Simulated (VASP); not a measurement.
A run of VASP 6.6.1:

File INCAR:

```
SYSTEM = Co
PREC     = Accurate       ! precision mode
ENCUT    = 520            ! plane-wave cutoff, eV
EDIFF    = 1E-6           ! SCF threshold, eV
ISMEAR   = -1             ! smearing method
SIGMA    = 0.08           ! smearing width, eV
LREAL    = .False.        ! projectors in reciprocal space
LASPH    = .True.         ! aspherical terms in the spheres
NELM     = 150            ! most SCF steps
ALGO     = Normal         ! electronic algorithm
ISIF     = 2              ! what is computed and relaxed
LWAVE    = .False.        ! write WAVECAR
LCHARG   = .True.         ! write CHGCAR
ISPIN    = 2              ! spin polarisation
MAGMOM   = 1.7 1.7        ! initial moments
LORBIT   = 11             ! projections on sites
LMAXMIX  = 4              ! l up to which the mixer works
GGA      = PE             ! functional
LELF     = .True.         ! ELF
LVHAR    = .True.       
NBANDS   = 20             ! bands
```

KPOINTS

```
regular mesh
0
Gamma
  17 17 17
  0 0 0
```

Contents of POSCAR:

```
Co
1.0
    0.0000000000      1.8663807394      1.8663807394
    1.8663807394      0.0000000000      1.8663807394
    1.8663807394      1.8663807394      0.0000000000
Co
2
Direct
   -0.1250000000     -0.1250000000     -0.1250000000
    0.1250000000      0.1250000000      0.1250000000
```

Potentials or basis: VASP PAW PBE potentials, release 64 (Co).

Command:

```bash
$ cat potpaw_PBE.64/Co/POTCAR > POTCAR
$ mpirun -np 1 vasp_std > vasp.out
```

Hardware: 1 thread of Intel(R) Xeon(R) 6975P-C (Granite Rapids) (shared host).

Problem. Estimate the wall time of this run.

Solution. It took 44 s on 1 thread of Intel(R) Xeon(R) 6975P-C (Granite Rapids), with other jobs on the host, peak memory 0.17 GiB. Counts: scf iterations 14, k points 165.
